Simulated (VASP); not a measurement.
# Mg3HO4 in VASP: relaxation of the atoms with PBE

Aim: the relaxation of the atoms of Mg3HO4 with PBE.

All numbers are computed with VASP 6.6.1; they aren't measurements. Logs are shortened: lines on timing, memory, paths and dates and some standing lists are left out, and cuts for length are marked.

## 1. The cell of the first run

The cell holds a slab with vacuum, 8 atoms: a = 3.009 Å, b = 3.009 Å, c = 22.640 Å, α = 90.00°, β = 90.00°, γ = 120.00°.

## 2. Relaxation of the atoms, PBE, collinear spin

File INCAR:

```
SYSTEM = Mg3HO4
PREC = Accurate
ENCUT = 520
EDIFF = 1E-7
ISMEAR = 0
SIGMA = 0.05
LREAL = .FALSE.
LASPH = .TRUE.
NELM = 200
ALGO = Normal
ISIF = 2
LWAVE = .FALSE.
LCHARG = .FALSE.
ISPIN = 2
MAGMOM = 0 0 0 0 0 0 0 1
LORBIT = 11
LDIPOL = .TRUE.
IDIPOL = 3
DIPOL = 0.5 0.5 0.363
GGA = PE
IBRION = 2
NSW = 36
EDIFFG = -0.025
GGA_COMPAT = .FALSE.
NELMIN = 4
NELMDL = -8
KPAR = 4
```

File KPOINTS:

```
Automatic mesh
0
G
  9 9 1
  0 0 0
```

File POSCAR:

```
Mg3HO4
1.0
    3.0085896295      0.0000000000      0.0000000000
   -1.5042948148      2.6055150487      0.0000000000
    0.0000000000      0.0000000000     22.6402162255
O Mg H
4 3 1
Selective dynamics
Direct
    0.3333333333      0.6666666667      0.1766767579  F F F
    0.0000000000      0.0000000000      0.2851785107  F F F
    0.6666666667      0.3333333333      0.3912489117  F F F
    0.3333333333      0.6666666667      0.4920543211  F F F
    0.6666666667      0.3333333333      0.2309276343  F F F
    0.3333333333      0.6666666667      0.3403531139  F F F
    0.0000000000      0.0000000000      0.4520540694  F F F
    0.3333333333      0.6666666667      0.5353401268  F F T
```

Potentials or basis: VASP PAW PBE potentials, release 64 (O, Mg, H).

Command:

```bash
cat potpaw_PBE.64/O/POTCAR potpaw_PBE.64/Mg/POTCAR potpaw_PBE.64/H/POTCAR > POTCAR
mpirun -np 4 vasp_std > vasp.out
```

OUTCAR:

```text
SYSTEM = Mg3HO4
   PREC = Accurate
   ENCUT = 520
   EDIFF = 1E-7
   ISMEAR = 0
   LREAL = .FALSE.
   LASPH = .TRUE.
   NELM = 200
   ISIF = 2
   ISPIN = 2
   LORBIT = 11
   GGA = PE
   IBRION = 2
   NSW = 36
   EDIFFG = -0.025
   NELMIN = 4
   NELMDL = -8

 ion  position               nearest neighbor table
   1  0.333  0.667  0.177-   5 2.13   5 2.13   5 2.13
   2  0.000  0.000  0.285-   5 2.13   5 2.13   5 2.13   6 2.14   6 2.14   6 2.14
   3  0.667  0.333  0.391-   6 2.08   6 2.08   6 2.08   7 2.22   7 2.22   7 2.22
   4  0.333  0.667  0.492-   8 0.98   7 1.96   7 1.96   7 1.96
   5  0.667  0.333  0.231-   1 2.13   1 2.13   2 2.13   2 2.13   2 2.13   1 2.13   6 3.03   6 3.03
                             6 3.03
   6  0.333  0.667  0.340-   3 2.08   3 2.08   3 2.08   2 2.14   2 2.14   2 2.14   5 3.03   5 3.03
                             5 3.03   7 3.07   7 3.07   7 3.07
   7  0.000  0.000  0.452-   4 1.96   4 1.96   4 1.96   3 2.22   3 2.22   3 2.22   6 3.07   6 3.07
                             6 3.07
   8  0.333  0.667  0.535-   4 0.98

  LATTYP: Found a hexagonal cell.
 ALAT       =     3.0085896295
 C/A-ratio  =     7.5251925366

  Lattice vectors:

 A1 = (   3.0085896295,   0.0000000000,   0.0000000000)
 A2 = (  -1.5042948148,   2.6055150487,   0.0000000000)
 A3 = (   0.0000000000,   0.0000000000,  22.6402162255)

Analysis of symmetry for initial positions (statically):
=====================================================================
 Subroutine PRICEL returns:
 Original cell was already a primitive cell.

 Routine SETGRP: Setting up the symmetry group for a
 hexagonal supercell.

 Subroutine GETGRP returns: Found  6 space group operations
 (whereof  6 operations were pure point group operations)
 out of a pool of 24 trial point group operations.

The static configuration has the point symmetry C_3v.

Analysis of symmetry for dynamics (positions and initial velocities):
=====================================================================
 Subroutine PRICEL returns:
 Original cell was already a primitive cell.

 Routine SETGRP: Setting up the symmetry group for a
 hexagonal supercell.

 Subroutine GETGRP returns: Found  6 space group operations
 (whereof  6 operations were pure point group operations)
 out of a pool of 24 trial point group operations.

The dynamic configuration has the point symmetry C_3v.

Analysis of constrained symmetry for selective dynamics:
=====================================================================
 Subroutine PRICEL returns:
 Original cell was already a primitive cell.

 Routine SETGRP: Setting up the symmetry group for a
 hexagonal supercell.

 Subroutine GETGRP returns: Found  6 space group operations
 (whereof  6 operations were pure point group operations)
 out of a pool of 24 trial point group operations.

The constrained configuration has the point symmetry C_3v.

Analysis of structural, dynamic, and magnetic symmetry:
=====================================================================
 Subroutine PRICEL returns:
 Original cell was already a primitive cell.

 Routine SETGRP: Setting up the symmetry group for a
 hexagonal supercell.

 Subroutine GETGRP returns: Found  6 space group operations
 (whereof  6 operations were pure point group operations)
 out of a pool of 24 trial point group operations.

The overall configuration has the point symmetry C_3v.

 Subroutine INISYM returns: Found  6 space group operations
 (whereof  6 operations are pure point group operations),
 and found     1 'primitive' translations

----------------------------------------------------------------------------------------

                                     Primitive cell

  volume of cell :     177.4750

  direct lattice vectors                    reciprocal lattice vectors
[... 75 lines left out ...]
   NGXF,Y,Z  is equivalent  to a cutoff of  26.52, 26.52, 24.67 a.u.
 SYSTEM =  Mg3HO4
   PREC   = accura    normal or accurate (medium, high low for compatibility)
   ISTART =      0    job   : 0-new  1-cont  2-samecut
   ICHARG =      2    charge: 1-file 2-atom 10-const
   ISPIN  =      2    spin polarized calculation?
   LNONCOLLINEAR =      F non collinear calculations
   LSORBIT =      F    spin-orbit coupling
   LASPH  =      T    aspherical Exc in radial PAW
   ENCUT  =  520.0 eV  38.22 Ry    6.18 a.u.   5.59  5.59 42.10*2*pi/ulx,y,z
   NELM   =    200;   NELMIN=  4; NELMDL= -8     # of ELM steps
   EDIFF  = 0.1E-06   stopping-criterion for ELM
   LREAL  =      F    real-space projection
   EDIFFG = -.3E-01   stopping-criterion for IOM
   NSW    =     36    number of steps for IOM
   IBRION =      2    ionic relax: 0-MD 1-quasi-New 2-CG
   NFREE  =      1    steps in history (QN), initial steepest desc. (CG)
   ISIF   =      2    stress and relaxation
   ISYM   =      2    0-nonsym 1-usesym 2-fastsym
   POTIM  = 0.5000    time-step for ionic-motion
   TEBEG  =    0.0;   TEEND  =   0.0 temperature during run
   PSTRESS=    0.0 pullay stress
   NELECT =      31.0000    total number of electrons
   NUPDOWN=      -1.0000    fix difference up-down
   EMIN   =  10.00;   EMAX   =-10.00  energy-range for DOS
   EFERMI =   0.00;   METHOD = LEGACY
   ISMEAR =     0;   SIGMA  =   0.05  broadening in eV -4-tet -1-fermi 0-gaus
   EFERMI_NEDOS =   21; number of points for ismear=-14 and -15
   IALGO  =     38    algorithm
   IMIX   =      4    mixing-type and parameters
     AMIX     =   0.40;   BMIX     =  1.00
     AMIX_MAG =   1.60;   BMIX_MAG =  1.00
  volume/ion in A,a.u.               =      22.18       149.71
  Fermi-wavevector in a.u.,A,eV,Ry     =   0.915130  1.729346 11.394387  0.837464
  Thomas-Fermi vector in A             =   2.039837
   LORBIT       =     11    0 simple, 1 ext, 2 COOP (PROOUT), +10 PAW based schemes
   GGA     = PE    functional components
   LHFCALC =     F    Hartree Fock is set to
   AEXX    =    0.0000 exact exchange contribution
   IVDW    =     0    specifies the selected vdW correction
   LEPSILON=     F    determine dielectric tensor
   LRPA    =     F    only Hartree local field effects (RPA)
 conjugate gradient relaxation of ions
 spin polarized calculation
 Gauss-broadening in eV      SIGMA  =   0.05
  energy-cutoff  :      520.00
  volume of cell :      177.47
 maximum number of plane-waves:      4861
 NGX is ok and might be reduce to    24
   NGX = 11   NGY = 11   NGZ = 85

--------------------------------------- Ionic step        1  -------------------------------------------

 number of electron      31.0000018 magnetization       0.1773231

 Free energy of the ion-electron system (eV)
  ---------------------------------------------------
  ext. energy  EPLUGINS =         0.00000000
  ---------------------------------------------------
  free energy    TOTEN  =       -43.23409220 eV

  energy without entropy =      -43.22062660  energy(sigma->0) =      -43.22735940

------------------------ aborting loop because EDIFF is reached ----------------------------------------

  FORCE on cell =-STRESS in cart. coord.  units (eV):
  Direction    XX          YY          ZZ          XY          YZ          ZX
  --------------------------------------------------------------------------------------
  -------------------------------------------------------------------------------------
  Total        2.1231360      2.1231360     -1.3296213     -0.0000000      0.0000000     -0.0000000
  in kB       19.1668742     19.1668742    -12.0033215     -0.0000000      0.0000000     -0.0000000
  external PRESSURE =       8.7768090 kB  Pullay stress =       0.0000000 kB
[... 113 lines left out ...]
--------------------------------------- Ionic step        4  -------------------------------------------

 number of electron      31.0000018 magnetization       0.1692412

 dipolmoment           0.000000      0.000000     -0.350035 electrons x Angstroem

 Free energy of the ion-electron system (eV)
  ---------------------------------------------------
  ext. energy  EPLUGINS =         0.00000000
  ---------------------------------------------------
  free energy    TOTEN  =       -43.23683905 eV

  energy without entropy =      -43.22322859  energy(sigma->0) =      -43.23003382

 E-fermi :  -1.8280     XC(G=0):  -5.0263

 val. band max:       -1.8376330828   @ k =   0.1111   0.0000   0.0000
 cond. band min:      -1.8230671451   @ k =   0.2222   0.2222   0.0000
 fundamental gap:      0.0145659377
 Fermi energy:        -1.8279617909

 spin component 1

 k-point     1 :       0.0000    0.0000    0.0000
  band No.  band energies     occupation
      1     -23.2947      1.00000
      2     -19.3680      1.00000
      3     -18.6838      1.00000
      4     -17.6639      1.00000
      5     -11.0186      1.00000
      6      -6.0315      1.00000
[... 277 lines left out ...]
     20       6.8106      0.00000
     21       6.9599      0.00000
 Fermi energy:        -1.8279617909

 spin component 2

 k-point     1 :       0.0000    0.0000    0.0000
  band No.  band energies     occupation
      1     -23.2945      1.00000
      2     -19.3533      1.00000
      3     -18.6426      1.00000
      4     -17.5085      1.00000
      5     -11.0180      1.00000
      6      -5.9812      1.00000
[... 277 lines left out ...]
     20       6.8172      0.00000
     21       6.9677      0.00000

------------------------ aborting loop because EDIFF is reached ----------------------------------------

 vacuum level on the upper side and lower side of the slab       (xc-potential included)        -4.264         3.755

  FORCE on cell =-STRESS in cart. coord.  units (eV):
  Direction    XX          YY          ZZ          XY          YZ          ZX
  --------------------------------------------------------------------------------------
  -------------------------------------------------------------------------------------
  Total        2.1892522      2.1892522     -0.7856629     -0.0000000     -0.0000000      0.0000000
  in kB       19.7637459     19.7637459     -7.0926695     -0.0000000     -0.0000000      0.0000000
  external PRESSURE =      10.8116074 kB  Pullay stress =       0.0000000 kB
[... 23 lines left out ...]
  FREE ENERGIE OF THE ION-ELECTRON SYSTEM (eV)
  ---------------------------------------------------
  free  energy   TOTEN  =       -43.2368390525 eV

  energy  without entropy=      -43.2232285938  energy(sigma->0) =      -43.23003382

 reached required accuracy - stopping structural energy minimisation

 vacuum level on the upper side and lower side of the slab        -0.730         7.484

 total charge

# of ion       s       p       d       tot
------------------------------------------
    1        1.591   3.215   0.000   4.806
    2        1.545   3.530   0.000   5.074
    3        1.542   3.533   0.000   5.075
    4        1.560   3.656   0.000   5.216
    5        0.147   0.164   0.068   0.378
    6        0.146   0.174   0.077   0.396
    7        0.153   0.189   0.085   0.426
    8        0.632   0.123   0.000   0.754
--------------------------------------------------
tot          7.315  14.582   0.229  22.126

 magnetization (x)

# of ion       s       p       d       tot
------------------------------------------
    1        0.003   0.096   0.000   0.099
    2        0.000   0.026   0.000   0.026
    3       -0.000   0.002   0.000   0.002
    4       -0.000   0.000   0.000   0.000
    5       -0.001   0.000   0.001   0.001
    6       -0.000   0.000   0.000   0.000
    7       -0.000   0.000   0.000  -0.000
    8       -0.000   0.000   0.000   0.000
--------------------------------------------------
tot          0.003   0.125   0.001   0.129
```

It took 14 min on 4 MPI ranks of AMD EPYC 7R43 (Zen 3), shared host; peak memory 0.41 GiB.

Results:

- Free energy: -43.2368 eV
- Energy gained by relaxing: 0.3 meV/atom
- Ionic steps: 4
- Net moment: 0.17 μB per cell
- Site moments: O +0.10, +0.03, +0.00 (each value once); Mg +0.00, -0.00 (each value once); H +0.00 μB
- Valence electrons inside the program's atomic spheres: O 4.81, 5.07, 5.08, 5.22; Mg 0.38, 0.40, 0.43; H 0.75

The path:
| step | energy change (eV) | largest force on free atoms (eV/Å) | pressure (GPa) |
| --- | --- | --- | --- |
| 1 | 0.0000 | 0.4493 | 0.88 |
| 2 | 0.0009 | 0.6197 | 1.26 |
| 3 | -0.0027 | 0.0379 | 1.09 |
| 4 | -0.0027 | 0.0019 | 1.08 |

Final structure:
```xyz
8
Lattice="3.0086 0.0000 0.0000 -1.5043 2.6055 0.0000 0.0000 0.0000 22.6402" Properties=species:S:1:pos:R:3 pbc="T T T"
O     0.0000    1.7370    4.0000
O     0.0000    0.0000    6.4565
O     1.5043    0.8685    8.8580
O     0.0000    1.7370   11.1402
Mg    1.5043    0.8685    5.2283
Mg    0.0000    1.7370    7.7057
Mg    0.0000    0.0000   10.2346
H     0.0000    1.7370   12.1106
```
